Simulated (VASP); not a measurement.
# BAs (F-43m) in VASP: a series of runs

Runs on BAs. Level: LDA. Tasks: single point.

Everything below comes from runs of VASP 6.6.1. Logs are shortened: lines on timing, memory, paths and dates and some standing lists are left out, and cuts for length are marked.

### 1 The cell of the first run

Symmetry: F-43m, No. 216, cubic system. Conventional cell: a = 4.732 Å, b = 4.732 Å, c = 4.732 Å, α = 90.00°, β = 90.00°, γ = 90.00°. B (site symmetry -43m) has 4 As at 2.05 Å within 2.7 Å. As (site symmetry -43m) has 4 B at 2.05 Å within 2.7 Å.

### 2 Single point, LDA

The input, INCAR:

```
SYSTEM = BAs
PREC = Accurate
ENCUT = 560
EDIFF = 1E-6
ISMEAR = -1
SIGMA = 0.05
LREAL = .False.
LASPH = .True.
NELM = 120
ALGO = Normal
ISIF = 2
LWAVE = .False.
LCHARG = .True.
LELF = .True.
LVHAR = .True.
NBANDS = 16
GGA_COMPAT = .False.
```

The input, KPOINTS:

```
Automatic mesh
0
Gamma
  15 15 15
  0 0 0
```

The input, POSCAR:

```
BAs
1.0
    0.0000000000      2.3659370215      2.3659370215
    2.3659370215      0.0000000000      2.3659370215
    2.3659370215      2.3659370215      0.0000000000
B As
1 1
Direct
    0.0000000000      0.0000000000      0.0000000000
    0.2500000000      0.2500000000      0.2500000000
```

Potentials or basis: VASP PAW LDA potentials, release 64 (B, As_d).

Command:

```console
$ cat potpaw_LDA.64/B/POTCAR potpaw_LDA.64/As_d/POTCAR > POTCAR
$ mpirun -np 1 vasp_std > vasp.out
```

OUTCAR:

```text
SYSTEM = BAs
   PREC = Accurate
   ENCUT = 560
   EDIFF = 1E-6
   ISMEAR = -1
   LREAL = .False.
   LASPH = .True.
   NELM = 120
   ISIF = 2

 ion  position               nearest neighbor table
   1  0.000  0.000  0.000-   2 2.05   2 2.05   2 2.05   2 2.05
   2  0.250  0.250  0.250-   1 2.05   1 2.05   1 2.05   1 2.05

  LATTYP: Found a face centered cubic cell.
 ALAT       =     4.7318740430

  Lattice vectors:

 A1 = (   0.0000000000,   2.3659370215,   2.3659370215)
 A2 = (   2.3659370215,   0.0000000000,   2.3659370215)
 A3 = (   2.3659370215,   2.3659370215,   0.0000000000)

Analysis of symmetry for initial positions (statically):
=====================================================================
 Subroutine PRICEL returns:
 Original cell was already a primitive cell.

 Routine SETGRP: Setting up the symmetry group for a
 face centered cubic supercell.

 Subroutine GETGRP returns: Found 24 space group operations
 (whereof 24 operations were pure point group operations)
 out of a pool of 48 trial point group operations.

The static configuration has the point symmetry T_d .

Analysis of symmetry for dynamics (positions and initial velocities):
=====================================================================
 Subroutine PRICEL returns:
 Original cell was already a primitive cell.

 Routine SETGRP: Setting up the symmetry group for a
 face centered cubic supercell.

 Subroutine GETGRP returns: Found 24 space group operations
 (whereof 24 operations were pure point group operations)
 out of a pool of 48 trial point group operations.

The dynamic configuration has the point symmetry T_d .

 Subroutine INISYM returns: Found 24 space group operations
 (whereof 24 operations are pure point group operations),
 and found     1 'primitive' translations

----------------------------------------------------------------------------------------

                                     Primitive cell

  volume of cell :      26.4874

  direct lattice vectors                    reciprocal lattice vectors
     0.000000000  2.365937022  2.365937022    -0.211332760  0.211332760  0.211332760
     2.365937022  0.000000000  2.365937022     0.211332760 -0.211332760  0.211332760
     2.365937022  2.365937022  0.000000000     0.211332760  0.211332760 -0.211332760

  length of vectors
     3.345940224  3.345940224  3.345940224     0.366039077  0.366039077  0.366039077

  position of ions in fractional coordinates (direct lattice)
     0.000000000  0.000000000  0.000000000
[... 72 lines left out ...]
   ISPIN  =      1    spin polarized calculation?
   LNONCOLLINEAR =      F non collinear calculations
   LSORBIT =      F    spin-orbit coupling
   LASPH  =      T    aspherical Exc in radial PAW
   ENCUT  =  560.0 eV  41.16 Ry    6.42 a.u.   6.46  6.46  6.46*2*pi/ulx,y,z
   NELM   =    120;   NELMIN=  2; NELMDL= -5     # of ELM steps
   EDIFF  = 0.1E-05   stopping-criterion for ELM
   LREAL  =      F    real-space projection
   EDIFFG = 0.1E-04   stopping-criterion for IOM
   NSW    =      0    number of steps for IOM
   IBRION =     -1    ionic relax: 0-MD 1-quasi-New 2-CG
   NFREE  =      0    steps in history (QN), initial steepest desc. (CG)
   ISIF   =      2    stress and relaxation
   ISYM   =      2    0-nonsym 1-usesym 2-fastsym
   POTIM  = 0.5000    time-step for ionic-motion
   TEBEG  =    0.0;   TEEND  =   0.0 temperature during run
   PSTRESS=    0.0 pullay stress
   NELECT =      18.0000    total number of electrons
   NUPDOWN=      -1.0000    fix difference up-down
   EMIN   =  10.00;   EMAX   =-10.00  energy-range for DOS
   EFERMI =   0.00;   METHOD = LEGACY
   ISMEAR =    -1;   SIGMA  =   0.05  broadening in eV -4-tet -1-fermi 0-gaus
   EFERMI_NEDOS =   21; number of points for ismear=-14 and -15
   IALGO  =     38    algorithm
   IMIX   =      4    mixing-type and parameters
     AMIX     =   0.40;   BMIX     =  1.00
     AMIX_MAG =   1.60;   BMIX_MAG =  1.00
  volume/ion in A,a.u.               =      13.24        89.37
  Fermi-wavevector in a.u.,A,eV,Ry     =   1.439304  2.719890 28.185769  2.071596
  Thomas-Fermi vector in A             =   2.558174
   LORBIT       =      0    0 simple, 1 ext, 2 COOP (PROOUT), +10 PAW based schemes
   GGA     = CA    functional components
   LHFCALC =     F    Hartree Fock is set to
   AEXX    =    0.0000 exact exchange contribution
   IVDW    =     0    specifies the selected vdW correction
   LEPSILON=     F    determine dielectric tensor
   LRPA    =     F    only Hartree local field effects (RPA)
 non-spin polarized calculation
  energy-cutoff  :      560.00
  volume of cell :       26.49
 maximum number of plane-waves:       821
 NGX is ok and might be reduce to    28
   NGX = 13   NGY = 13   NGZ = 13

 number of electron      18.0000004 magnetization

 Free energy of the ion-electron system (eV)
  ---------------------------------------------------
  ext. energy  EPLUGINS =         0.00000000
  ---------------------------------------------------
  free energy    TOTEN  =       -12.94275852 eV

  energy without entropy =      -12.94275844  energy(sigma->0) =      -12.94275848

 E-fermi :   5.6313     XC(G=0): -11.5744

 val. band max:        5.0932520325   @ k =   0.0000   0.0000   0.0000
 cond. band min:       6.1948407508   @ k =   0.4000   0.4000   0.0000
 fundamental gap:      1.1015887184
 Fermi energy:         5.6313429760

 k-point     1 :       0.0000    0.0000    0.0000
  band No.  band energies     occupation
      1     -30.8254      2.00000
      2     -30.8254      2.00000
      3     -30.8254      2.00000
      4     -30.7983      2.00000
      5     -30.7983      2.00000
      6     -10.5445      2.00000
[... 433 lines left out ...]
      3     -30.8209      2.00000
      4     -30.7998      2.00000
      5     -30.7967      2.00000
      6      -9.8770      2.00000
[... 8 lines left out ...]
     15      16.9517      0.00000
     16      18.6546      0.00000

 [... further k-points ...]
[... 5 lines left out ...]
  --------------------------------------------------------------------------------------
  -------------------------------------------------------------------------------------
  Total        0.1800746      0.1800746      0.1800746     -0.0000000      0.0000000      0.0000000
  in kB       10.8924000     10.8924000     10.8924000     -0.0000000      0.0000000      0.0000000
  external PRESSURE =      10.8924000 kB  Pullay stress =       0.0000000 kB

 VOLUME and BASIS-vectors are now :
 -----------------------------------------------------------------------------
  energy-cutoff  :      560.00
  volume of cell :       26.49
      direct lattice vectors                 reciprocal lattice vectors
     0.000000000  2.365937022  2.365937022    -0.211332760  0.211332760  0.211332760
     2.365937022  0.000000000  2.365937022     0.211332760 -0.211332760  0.211332760
     2.365937022  2.365937022  0.000000000     0.211332760  0.211332760 -0.211332760

 POSITION                                       TOTAL-FORCE (eV/Angst)
 -----------------------------------------------------------------------------------
      0.00000      0.00000      0.00000        -0.000000     -0.000000     -0.000000
      1.18297      1.18297      1.18297         0.000000      0.000000      0.000000
 -----------------------------------------------------------------------------------
    total drift:                                0.000001      0.000001      0.000001

  FREE ENERGIE OF THE ION-ELECTRON SYSTEM (eV)
  ---------------------------------------------------
  free  energy   TOTEN  =       -12.9427585183 eV

  energy  without entropy=      -12.9427584425  energy(sigma->0) =      -12.94275848
```

OSZICAR:

```text
N       E                     dE             d eps       ncg     rms          rms(c)
DAV:   1     0.888447652984E+02    0.88845E+02   -0.86097E+03  4448   0.548E+03
DAV:   2    -0.424528263108E+01   -0.93090E+02   -0.88484E+02  4512   0.645E+02
DAV:   3    -0.135193481864E+02   -0.92741E+01   -0.92327E+01  4352   0.900E+01
DAV:   4    -0.137418513856E+02   -0.22250E+00   -0.22247E+00  4864   0.148E+01
DAV:   5    -0.137446767025E+02   -0.28253E-02   -0.28253E-02  4480   0.199E+00    0.578E+00
DAV:   6    -0.130417820662E+02    0.70289E+00   -0.97724E-01  4848   0.687E+00    0.277E+00
DAV:   7    -0.129558605345E+02    0.85922E-01   -0.16765E-01  5136   0.272E+00    0.103E+00
DAV:   8    -0.129429235623E+02    0.12937E-01   -0.18471E-02  5256   0.189E+00    0.122E-01
DAV:   9    -0.129427683659E+02    0.15520E-03   -0.10196E-03  4760   0.631E-01    0.463E-02
DAV:  10    -0.129427586646E+02    0.97013E-05   -0.17966E-04  5192   0.319E-01    0.156E-02
DAV:  11    -0.129427585183E+02    0.14629E-06   -0.89217E-06  4880   0.566E-02
   1 F= -.12942759E+02 E0= -.12942758E+02  d E =-.757510E-07
```

stdout:

```text
POSCAR found type information on POSCAR B As
 POSCAR found :  2 types and       2 ions
 scaLAPACK will be used
 LDA part: xc-table for (Slater(with rela. corr.)+CA(PZ))
 , standard interpolation
 POSCAR, INCAR and KPOINTS ok, starting setup
 FFT: planning ... GRIDC
 FFT: planning ... GRID_SOFT
 FFT: planning ... GRID
 WAVECAR not read
 entering main loop
```

It took 24 s on 1 thread of Intel Xeon 6975P-C (Granite Rapids), shared host; peak memory 0.17 GiB.

Results:

```
Free energy            : -12.9428 eV
Pressure               : 1.1 GPa
Band gap on the k mesh : 1.10 eV (least direct gap 3.29 eV)
```

Levels at points of the mesh, in eV from the valence-band top:
| k point | band 6 | band 7 | band 8 | band 9 | band 10 | band 11 | band 12 | band 13 |
| --- | --- | --- | --- | --- | --- | --- | --- | --- |
| (0.00, 0.00, 0.00) | -15.64 | 0.00 | 0.00 | 0.00 | 3.29 | 3.29 | 3.29 | 5.04 |

Caveat: an odd mesh through Γ misses points on the zone boundary, where band edges can lie.

### 3 Single point, LDA

The input, INCAR:

```
PREC     = Accurate       # precision mode
ENCUT    = 560            # plane-wave cutoff, eV
EDIFF    = 1E-6           # SCF threshold, eV
ISMEAR   = -1             # smearing method
SIGMA    = 0.05           # smearing width, eV
LREAL    = F              # projectors in reciprocal space
LASPH    = T              # aspherical terms in the spheres
NELM     = 120            # most SCF steps
ALGO     = Normal         # electronic algorithm
ISIF     = 2              # what is computed and relaxed
LWAVE    = F              # write WAVECAR
LCHARG   = F              # write CHGCAR
NBANDS   = 16             # bands
GGA_COMPAT= F
```

The input, KPOINTS:

```
regular mesh
0
Gamma
  15 15 15
```

POSCAR is that of step 2.

Potentials or basis: VASP PAW LDA potentials, release 64 (B, As_d).

Command:

```console
$ cat potpaw_LDA.64/B/POTCAR potpaw_LDA.64/As_d/POTCAR > POTCAR
$ mpirun -np 1 vasp_std > vasp.out
```

Wall time 28 s (1 thread of AMD EPYC 9R45 (Zen 5), shared host); peak memory 0.15 GiB.

The run converged. Its results:

```
Free energy            : -12.9428 eV
Pressure               : 1.1 GPa
Band gap on the k mesh : 1.10 eV (least direct gap 3.29 eV)
```

Levels at points of the mesh, in eV from the valence-band top:
```csv
k point,band 5,band 6,band 7,band 8,band 9,band 10,band 11,band 12,band 13,band 14
"(0.00, 0.00, 0.00)",-35.89,-15.64,0.00,0.00,0.00,3.29,3.29,3.29,5.04,9.51
```

Caveat: an odd mesh through Γ misses points on the zone boundary, where band edges can lie.
